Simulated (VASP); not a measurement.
Set up this calculation in VASP 6.6.1, as the native input.

```
Task                   : single point
Functional             : PBE
Potentials or basis    : VASP PAW PBE potentials, release 64 (Zn)
Cutoff                 : 500 eV
k mesh                 : 18 × 18 × 18
Occupations            : gaussian, width 0.1 eV
Spin                   : no spin polarisation
Dipole correction      : no
Further INCAR settings : ALGO = Normal; EDIFF = 1e-06; NBANDS = 12
```

The structure of Zn lies in POSCAR:

```
Zn
1.0
    0.0000000000      2.0570701182      2.0570701182
    2.0570701182      0.0000000000      2.0570701182
    2.0570701182      2.0570701182      0.0000000000
Zn
1
Direct
    0.0000000000      0.0000000000      0.0000000000
```

This cell differs from its parent crystal: Cd replaced by Zn, lengths x 0.908, strained.

One way to write it, as run:

INCAR

```
SYSTEM = Zn
PREC = Accurate
ENCUT = 500
EDIFF = 1E-6
ISMEAR = 0
SIGMA = 0.1
LREAL = .False.
LASPH = .True.
NELM = 120
ALGO = Normal
ISIF = 2
LWAVE = .False.
LCHARG = .True.
GGA = PE
LELF = .True.
LVHAR = .True.
NBANDS = 12
GGA_COMPAT = .False.
```

KPOINTS

```
Automatic mesh
0
Gamma
  18 18 18
  0 0 0
```

Potentials or basis: VASP PAW PBE potentials, release 64 (Zn).

The run is started by

```console
$ cat potpaw_PBE.64/Zn/POTCAR > POTCAR
$ mpirun -np 1 vasp_std > vasp.out
```

Results of the run:

```yaml
Pressure: -6.4 GPa
Band_gap_on_the_k_mesh: zero (band 6 reaches 3.80 eV, above the bottom of band 7 at 0.59 eV)
```

Caveat: the cell differs from its parent crystal (Cd replaced by Zn, lengths x 0.908, strained).

Wall time 54 s on 1 thread of AMD EPYC 7R43 64-Core Processor (Zen 3) (shared host), peak memory 0.12 GiB.
